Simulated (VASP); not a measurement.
A run of VASP 6.6.1 is set up as follows.

The input INCAR:

```
SYSTEM = Mo
ALGO = Normal ; EDIFF = 1E-6
ENCUT = 520 ; GGA = PS
ISIF = 2 ; ISMEAR = -1
LASPH = .True. ; LCHARG = .False.
LREAL = .False. ; LWAVE = .False.
NBANDS = 13 ; NELM = 100
PREC = Accurate ; SIGMA = 0.02
```

File KPOINTS:

```
k-points
0
Gamma
  11 11 11
  0 0 0
```

File POSCAR:

```
Mo
1.0
    2.7105602146     -0.0000000150     -0.0000000260
   -0.9035200574      2.5555406831     -0.0000000260
   -0.9035200574     -1.2777703040      2.2131631736
Mo
1
Direct
    0.0000000000      0.0000000000      0.0000000000
```

Potentials or basis: VASP PAW PBE potentials, release 64 (Mo_sv).

The run is started by

```sh
$ cat potpaw_PBE.64/Mo_sv/POTCAR > POTCAR
$ mpirun -np 1 vasp_std > vasp.out
```

Problem. Predict the pressure.

Solution. 0.5 GPa.

Problem. Estimate the band gap on the k mesh.

Solution. Zero (band 7 reaches 16.38 eV, above the bottom of band 8 at 11.38 eV).

Caveat: the PAW data sets were made with another functional, which shifts forces and pressure a little.
